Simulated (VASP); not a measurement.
# SbW in VASP: further runs

Runs on SbW. Level: PBEsol. Tasks: single point, relaxation of shape and atoms at fixed volume, relaxation of cell and atoms.

Program: VASP 6.6.1. These are calculated values, not measurements. Logs are shortened: lines on timing, memory, paths and dates and some standing lists are left out, and cuts for length are marked.

## 1. The cell of the first run

The structure is hexagonal, space group P6_3/mmc (No. 194). Conventional cell: a = 4.380 Å, b = 4.380 Å, c = 5.182 Å, α = 90.00°, β = 90.00°, γ = 120.00°. Within 3.4 Å of W (site symmetry -3m) lie 2 W at 2.59 Å and 6 Sb at 2.84 Å. Within 3.7 Å of Sb (site symmetry -6m2) lie 6 W at 2.84 Å and 6 Sb at 3.62 Å.

## 2. Single point, PBEsol (21.52 Å³/atom)

INCAR reads:

```
SYSTEM = SbW
ALGO     = Normal         ! electronic algorithm
EDIFF    = 1E-7           ! SCF threshold, eV
ENCUT    = 520            ! plane-wave cutoff, eV
GGA      = PS             ! functional
ISIF     = 2              ! what is computed and relaxed
ISMEAR   = 0              ! smearing method
LASPH    = .TRUE.         ! aspherical terms in the spheres
LCHARG   = .FALSE.        ! write CHGCAR
LREAL    = .FALSE.        ! projectors in reciprocal space
LWAVE    = .FALSE.        ! write WAVECAR
NBANDS   = 27             ! bands
NELM     = 60             ! most SCF steps
PREC     = Accurate       ! precision mode
SIGMA    = 0.05           ! smearing width, eV
```

KPOINTS reads:

```
k-points
0
G
  10 10 6
  0 0 0
```

POSCAR reads:

```
SbW
1.0
    4.3797942178      0.0000000000      0.0000000000
   -2.1898971089      3.7930130560      0.0000000000
    0.0000000000      0.0000000000      5.1818950732
W Sb
2 2
Direct
    0.0000000000      0.0000000000      0.0000000000
    0.0000000000      0.0000000000      0.5000000000
    0.3333333333      0.6666666667      0.2500000000
    0.6666666667      0.3333333333      0.7500000000
```

Potentials or basis: VASP PAW PBE potentials, release 64 (W_sv, Sb).

Run with:

```
$ cat potpaw_PBE.64/W_sv/POTCAR potpaw_PBE.64/Sb/POTCAR > POTCAR
$ mpirun -np 1 vasp_std > vasp.out
```

OUTCAR:

```text
SYSTEM = SbW
   EDIFF = 1E-7
   ENCUT = 520
   GGA = PS
   ISIF = 2
   ISMEAR = 0
   LASPH = .TRUE.
   LREAL = .FALSE.
   NELM = 60
   PREC = Accurate

 ion  position               nearest neighbor table
   1  0.000  0.000  0.000-   2 2.59   2 2.59   4 2.84   3 2.84   4 2.84   3 2.84   4 2.84   3 2.84

   2  0.000  0.000  0.500-   1 2.59   1 2.59   4 2.84   3 2.84   4 2.84   3 2.84   4 2.84   3 2.84

   3  0.333  0.667  0.250-   1 2.84   2 2.84   1 2.84   2 2.84   1 2.84   2 2.84   4 3.62   4 3.62
                             4 3.62   4 3.62   4 3.62   4 3.62
   4  0.667  0.333  0.750-   1 2.84   2 2.84   1 2.84   2 2.84   1 2.84   2 2.84   3 3.62   3 3.62
                             3 3.62   3 3.62   3 3.62   3 3.62

  LATTYP: Found a hexagonal cell.
 ALAT       =     4.3797942178
 C/A-ratio  =     1.1831366533

  Lattice vectors:

 A1 = (   4.3797942178,   0.0000000000,   0.0000000000)
 A2 = (  -2.1898971089,   3.7930130560,   0.0000000000)
 A3 = (   0.0000000000,   0.0000000000,   5.1818950732)

Analysis of symmetry for initial positions (statically):
=====================================================================
 Subroutine PRICEL returns:
 Original cell was already a primitive cell.

 Routine SETGRP: Setting up the symmetry group for a
 hexagonal supercell.

 Subroutine GETGRP returns: Found 24 space group operations
 (whereof 12 operations were pure point group operations)
 out of a pool of 24 trial point group operations.

The static configuration has the point symmetry D_3d.
 The point group associated with its full space group is D_6h.

Analysis of symmetry for dynamics (positions and initial velocities):
=====================================================================
 Subroutine PRICEL returns:
 Original cell was already a primitive cell.

 Routine SETGRP: Setting up the symmetry group for a
 hexagonal supercell.

 Subroutine GETGRP returns: Found 24 space group operations
 (whereof 12 operations were pure point group operations)
 out of a pool of 24 trial point group operations.

The dynamic configuration has the point symmetry D_3d.
 The point group associated with its full space group is D_6h.

 Subroutine INISYM returns: Found 24 space group operations
 (whereof 12 operations are pure point group operations),
 and found     1 'primitive' translations

[... 96 lines left out ...]
   ENCUT  =  520.0 eV  38.22 Ry    6.18 a.u.   8.14  8.14  9.63*2*pi/ulx,y,z
   NELM   =     60;   NELMIN=  2; NELMDL= -5     # of ELM steps
   EDIFF  = 0.1E-06   stopping-criterion for ELM
   LREAL  =      F    real-space projection
   EDIFFG = 0.1E-05   stopping-criterion for IOM
   NSW    =      0    number of steps for IOM
   IBRION =     -1    ionic relax: 0-MD 1-quasi-New 2-CG
   NFREE  =      0    steps in history (QN), initial steepest desc. (CG)
   ISIF   =      2    stress and relaxation
   ISYM   =      2    0-nonsym 1-usesym 2-fastsym
   POTIM  = 0.5000    time-step for ionic-motion
   TEBEG  =    0.0;   TEEND  =   0.0 temperature during run
   PSTRESS=    0.0 pullay stress
   NELECT =      38.0000    total number of electrons
   NUPDOWN=      -1.0000    fix difference up-down
   EMIN   =  10.00;   EMAX   =-10.00  energy-range for DOS
   EFERMI =   0.00;   METHOD = LEGACY
   ISMEAR =     0;   SIGMA  =   0.05  broadening in eV -4-tet -1-fermi 0-gaus
   EFERMI_NEDOS =   21; number of points for ismear=-14 and -15
   IALGO  =     38    algorithm
   IMIX   =      4    mixing-type and parameters
     AMIX     =   0.40;   BMIX     =  1.00
     AMIX_MAG =   1.60;   BMIX_MAG =  1.00
  volume/ion in A,a.u.               =      21.52       145.23
  Fermi-wavevector in a.u.,A,eV,Ry     =   1.246504  2.355552 21.140368  1.553773
  Thomas-Fermi vector in A             =   2.380679
   LORBIT       =      0    0 simple, 1 ext, 2 COOP (PROOUT), +10 PAW based schemes
   GGA     = PS    functional components
   LHFCALC =     F    Hartree Fock is set to
   AEXX    =    0.0000 exact exchange contribution
   IVDW    =     0    specifies the selected vdW correction
   LEPSILON=     F    determine dielectric tensor
   LRPA    =     F    only Hartree local field effects (RPA)
 non-spin polarized calculation
 Gauss-broadening in eV      SIGMA  =   0.05
  energy-cutoff  :      520.00
  volume of cell :       86.08
 maximum number of plane-waves:      2341
 NGX is ok and might be reduce to    36
   NGX = 17   NGY = 17   NGZ = 19

 number of electron      38.0000003 magnetization

 Free energy of the ion-electron system (eV)
  ---------------------------------------------------
  ext. energy  EPLUGINS =         0.00000000
  ---------------------------------------------------
  free energy    TOTEN  =       -34.34014242 eV

  energy without entropy =      -34.33733950  energy(sigma->0) =      -34.33874096

 E-fermi :   8.9000     XC(G=0): -11.5004

 val. band max:        8.8576709189   @ k =   0.1000   0.1000   0.1667
 cond. band min:       8.9096395680   @ k =   0.2000   0.2000   0.0000
 fundamental gap:      0.0519686491
 Fermi energy:         8.8999612068

 k-point     1 :       0.0000    0.0000    0.0000
  band No.  band energies     occupation
      1     -64.8141      2.00000
      2     -64.6980      2.00000
      3     -29.7118      2.00000
      4     -29.1051      2.00000
      5     -29.1051      2.00000
      6     -28.9332      2.00000
[... 709 lines left out ...]
     26      14.0116      0.00000
     27      15.1964      0.00000

 [... further k-points ...]

------------------------ aborting loop because EDIFF is reached ----------------------------------------

  FORCE on cell =-STRESS in cart. coord.  units (eV):
  Direction    XX          YY          ZZ          XY          YZ          ZX
  --------------------------------------------------------------------------------------
  -------------------------------------------------------------------------------------
  Total       -1.4412443     -1.4412443     -1.3116460     -0.0000000      0.0000000      0.0000000
  in kB      -26.8238751    -26.8238751    -24.4118426     -0.0000000      0.0000000      0.0000000
  external PRESSURE =     -26.0198643 kB  Pullay stress =       0.0000000 kB

 VOLUME and BASIS-vectors are now :
 -----------------------------------------------------------------------------
  energy-cutoff  :      520.00
  volume of cell :       86.08
      direct lattice vectors                 reciprocal lattice vectors
     4.379794218  0.000000000  0.000000000     0.228321229  0.131821323  0.000000000
    -2.189897109  3.793013056  0.000000000     0.000000000  0.263642646  0.000000000
     0.000000000  0.000000000  5.181895073     0.000000000  0.000000000  0.192979593

 POSITION                                       TOTAL-FORCE (eV/Angst)
 -----------------------------------------------------------------------------------
      0.00000      0.00000      0.00000         0.000000      0.000000      0.000000
      0.00000      0.00000      2.59095         0.000000      0.000000      0.000000
     -0.00000      2.52868      1.29547         0.000000     -0.000000     -0.000000
      2.18990      1.26434      3.88642        -0.000000      0.000000      0.000000
 -----------------------------------------------------------------------------------
    total drift:                                0.000000      0.000000     -0.000000

  FREE ENERGIE OF THE ION-ELECTRON SYSTEM (eV)
  ---------------------------------------------------
  free  energy   TOTEN  =       -34.3401424196 eV

  energy  without entropy=      -34.3373394974  energy(sigma->0) =      -34.33874096
```

OSZICAR:

```text
N       E                     dE             d eps       ncg     rms          rms(c)
DAV:   1     0.357519530079E+03    0.35752E+03   -0.18962E+04  3320   0.138E+03
DAV:   2    -0.194975039286E+02   -0.37702E+03   -0.36947E+03  3653   0.400E+02
DAV:   3    -0.350653164112E+02   -0.15568E+02   -0.15288E+02  3671   0.800E+01
DAV:   4    -0.353712111986E+02   -0.30589E+00   -0.30437E+00  3950   0.121E+01
DAV:   5    -0.353747692586E+02   -0.35581E-02   -0.35560E-02  3544   0.131E+00    0.241E+01
DAV:   6    -0.345242651136E+02    0.85050E+00   -0.23749E+00  3414   0.997E+00    0.918E+00
DAV:   7    -0.343597834517E+02    0.16448E+00   -0.27361E-01  3363   0.293E+00    0.333E+00
DAV:   8    -0.343415360645E+02    0.18247E-01   -0.49356E-02  3529   0.133E+00    0.378E-01
DAV:   9    -0.343402387577E+02    0.12973E-02   -0.36214E-03  3430   0.364E-01    0.136E-01
DAV:  10    -0.343401384964E+02    0.10026E-03   -0.40825E-04  3330   0.135E-01    0.640E-02
DAV:  11    -0.343401428954E+02   -0.43990E-05   -0.28103E-05  3427   0.345E-02    0.376E-02
DAV:  12    -0.343401429842E+02   -0.88779E-07   -0.64455E-06  3442   0.148E-02    0.392E-03
DAV:  13    -0.343401425293E+02    0.45490E-06   -0.36270E-07  2883   0.381E-03    0.189E-03
DAV:  14    -0.343401423954E+02    0.13385E-06   -0.33034E-08  1769   0.121E-03    0.377E-04
DAV:  15    -0.343401424196E+02   -0.24226E-07   -0.84509E-09  1698   0.610E-04
   1 F= -.34340142E+02 E0= -.34338741E+02  d E =-.280292E-02
```

stdout:

```text
POSCAR found type information on POSCAR W Sb
 POSCAR found :  2 types and       4 ions
 scaLAPACK will be used
 -----------------------------------------------------------------------------
|                                                                             |
|                                                                             |
|     You enforced a specific xc type in the INCAR file but a different       |
|     I HOPE YOU KNOW WHAT YOU ARE DOING!                                     |
|                                                                             |
 -----------------------------------------------------------------------------

 LDA part: xc-table for (Slater+PW92), standard interpolation
 POSCAR, INCAR and KPOINTS ok, starting setup
 FFT: planning ... GRIDC
 FFT: planning ... GRID_SOFT
 FFT: planning ... GRID
 WAVECAR not read
 entering main loop
```

Run time: 85 s. Hardware: 1 thread of Intel Xeon Platinum 8559C (Emerald Rapids), shared host; peak memory 0.28 GiB.

What came out:

- Free energy: -34.3401 eV
- Pressure: -2.6 GPa
- Band gap on the k mesh: zero (bands 19 and 20 overlap by 1.45 eV)

Caveat: the PAW data sets were made with another functional, which shifts forces and pressure a little; spin-orbit coupling is left out, which moves the levels of the heavy elements.

## 3. Single point, PBEsol (21.94 Å³/atom)

This run uses another cell than the first one, of 21.94 Å³/atom.

INCAR reads:

```
SYSTEM = SbW
PREC = Accurate ; ENCUT = 520
EDIFF = 1E-6 ; ISMEAR = 0
SIGMA = 0.05 ; LREAL = .FALSE.
LASPH = .TRUE. ; NELM = 100
ALGO = Normal ; ISIF = 2
LWAVE = .FALSE. ; LCHARG = .FALSE.
GGA = PS ; NBANDS = 27
```

KPOINTS reads:

```
Automatic mesh
0
G
  10 10 6
  0 0 0
```

POSCAR reads:

```
SbW
1.0
    4.4163425251      0.0000000000      0.0000000000
   -2.2081712625      3.8246648185      0.0000000000
    0.0000000000      0.0000000000      5.1964134190
W Sb
2 2
Direct
    0.0000000000      0.0000000000      0.0000000000
    0.0000000000      0.0000000000      0.5000000000
    0.3333333333      0.6666666667      0.2500000000
    0.6666666667      0.3333333333      0.7500000000
```

Potentials or basis: VASP PAW PBE potentials, release 64 (W_sv, Sb).

Run with:

```
$ cat potpaw_PBE.64/W_sv/POTCAR potpaw_PBE.64/Sb/POTCAR > POTCAR
$ mpirun -np 1 vasp_std > vasp.out
```

OUTCAR:

```text
SYSTEM = SbW
   PREC = Accurate
   ENCUT = 520
   EDIFF = 1E-6
   ISMEAR = 0
   LREAL = .FALSE.
   LASPH = .TRUE.
   NELM = 100
   ISIF = 2
   GGA = PS

 ion  position               nearest neighbor table
   1  0.000  0.000  0.000-   2 2.60   2 2.60   4 2.86   3 2.86   3 2.86   4 2.86   4 2.86   3 2.86

   2  0.000  0.000  0.500-   1 2.60   1 2.60   4 2.86   3 2.86   3 2.86   4 2.86   4 2.86   3 2.86

   3  0.333  0.667  0.250-   1 2.86   2 2.86   1 2.86   2 2.86   1 2.86   2 2.86   4 3.64   4 3.64
                             4 3.64   4 3.64   4 3.64   4 3.64
   4  0.667  0.333  0.750-   1 2.86   2 2.86   1 2.86   2 2.86   1 2.86   2 2.86   3 3.64   3 3.64
                             3 3.64   3 3.64   3 3.64   3 3.64

  LATTYP: Found a hexagonal cell.
 ALAT       =     4.4163425251
 C/A-ratio  =     1.1766327882

  Lattice vectors:

 A1 = (   4.4163425251,   0.0000000000,   0.0000000000)
 A2 = (  -2.2081712625,   3.8246648185,   0.0000000000)
 A3 = (   0.0000000000,   0.0000000000,   5.1964134190)

Analysis of symmetry for initial positions (statically):
=====================================================================
 Subroutine PRICEL returns:
 Original cell was already a primitive cell.

 Routine SETGRP: Setting up the symmetry group for a
 hexagonal supercell.

 Subroutine GETGRP returns: Found 24 space group operations
 (whereof 12 operations were pure point group operations)
 out of a pool of 24 trial point group operations.

The static configuration has the point symmetry D_3d.
 The point group associated with its full space group is D_6h.

Analysis of symmetry for dynamics (positions and initial velocities):
=====================================================================
 Subroutine PRICEL returns:
 Original cell was already a primitive cell.

 Routine SETGRP: Setting up the symmetry group for a
 hexagonal supercell.

 Subroutine GETGRP returns: Found 24 space group operations
 (whereof 12 operations were pure point group operations)
 out of a pool of 24 trial point group operations.

The dynamic configuration has the point symmetry D_3d.
[... 127 lines left out ...]
  Thomas-Fermi vector in A             =   2.372987
   LORBIT       =      0    0 simple, 1 ext, 2 COOP (PROOUT), +10 PAW based schemes
   GGA     = PS    functional components
   LHFCALC =     F    Hartree Fock is set to
   AEXX    =    0.0000 exact exchange contribution
   IVDW    =     0    specifies the selected vdW correction
   LEPSILON=     F    determine dielectric tensor
   LRPA    =     F    only Hartree local field effects (RPA)
 non-spin polarized calculation
 Gauss-broadening in eV      SIGMA  =   0.05
  energy-cutoff  :      520.00
  volume of cell :       87.77
 maximum number of plane-waves:      2372
 NGX is ok and might be reduce to    36
   NGX = 17   NGY = 17   NGZ = 19

 number of electron      38.0000005 magnetization

 Free energy of the ion-electron system (eV)
  ---------------------------------------------------
  ext. energy  EPLUGINS =         0.00000000
  ---------------------------------------------------
  free energy    TOTEN  =       -34.29867733 eV

  energy without entropy =      -34.29615849  energy(sigma->0) =      -34.29741791

 E-fermi :   8.6455     XC(G=0): -11.4059

 val. band max:        8.6239130127   @ k =   0.2000   0.2000   0.0000
 cond. band min:       8.6741315681   @ k =   0.4000   0.1000   0.5000
 fundamental gap:      0.0502185554
 Fermi energy:         8.6454785877

 k-point     1 :       0.0000    0.0000    0.0000
  band No.  band energies     occupation
      1     -65.0980      2.00000
      2     -64.9860      2.00000
      3     -29.9613      2.00000
      4     -29.3789      2.00000
      5     -29.3789      2.00000
      6     -29.2125      2.00000
[... 709 lines left out ...]
     26      13.6876      0.00000
     27      14.7924      0.00000

 [... further k-points ...]

------------------------ aborting loop because EDIFF is reached ----------------------------------------

  FORCE on cell =-STRESS in cart. coord.  units (eV):
  Direction    XX          YY          ZZ          XY          YZ          ZX
  --------------------------------------------------------------------------------------
  -------------------------------------------------------------------------------------
  Total       -2.8945331     -2.8945331     -2.7675191     -0.0000000      0.0000000     -0.0000000
  in kB      -52.8359202    -52.8359202    -50.5174459     -0.0000000      0.0000000     -0.0000000
  external PRESSURE =     -52.0630955 kB  Pullay stress =       0.0000000 kB

 VOLUME and BASIS-vectors are now :
 -----------------------------------------------------------------------------
  energy-cutoff  :      520.00
  volume of cell :       87.77
      direct lattice vectors                 reciprocal lattice vectors
     4.416342525  0.000000000  0.000000000     0.226431712  0.130730410  0.000000000
    -2.208171263  3.824664819  0.000000000     0.000000000  0.261460820  0.000000000
     0.000000000  0.000000000  5.196413419     0.000000000  0.000000000  0.192440424

 POSITION                                       TOTAL-FORCE (eV/Angst)
 -----------------------------------------------------------------------------------
      0.00000      0.00000      0.00000        -0.000000      0.000000     -0.000000
      0.00000      0.00000      2.59821        -0.000000      0.000000     -0.000000
     -0.00000      2.54978      1.29910        -0.000000      0.000000      0.000000
      2.20817      1.27489      3.89731         0.000000      0.000000     -0.000000
 -----------------------------------------------------------------------------------
    total drift:                               -0.000000     -0.000000     -0.000000

  FREE ENERGIE OF THE ION-ELECTRON SYSTEM (eV)
  ---------------------------------------------------
  free  energy   TOTEN  =       -34.2986773323 eV

  energy  without entropy=      -34.2961584944  energy(sigma->0) =      -34.29741791
```

stdout:

```text
POSCAR found type information on POSCAR W Sb
 POSCAR found :  2 types and       4 ions
 scaLAPACK will be used
 -----------------------------------------------------------------------------
|                                                                             |
|                                                                             |
|     You enforced a specific xc type in the INCAR file but a different       |
|     I HOPE YOU KNOW WHAT YOU ARE DOING!                                     |
|                                                                             |
 -----------------------------------------------------------------------------

 LDA part: xc-table for (Slater+PW92), standard interpolation
 POSCAR, INCAR and KPOINTS ok, starting setup
 FFT: planning ... GRIDC
 FFT: planning ... GRID_SOFT
 FFT: planning ... GRID
 WAVECAR not read
 entering main loop
```

Run time: 72 s. Hardware: 1 thread of Intel Xeon Platinum 8559C (Emerald Rapids), shared host; peak memory 0.28 GiB.

Results:

```yaml
Free_energy: -34.2987 eV
Pressure: -5.2 GPa
Band_gap_on_the_k_mesh: zero (bands 19 and 20 overlap by 1.41 eV)
```

Caveat: the cell stands under tension; the PAW data sets were made with another functional, which shifts forces and pressure a little; spin-orbit coupling is left out, which moves the levels of the heavy elements.

(Part 1 of 2 ends here.)

The gap in the log of VASP goes by the Fermi energy; the results here count the filled bands.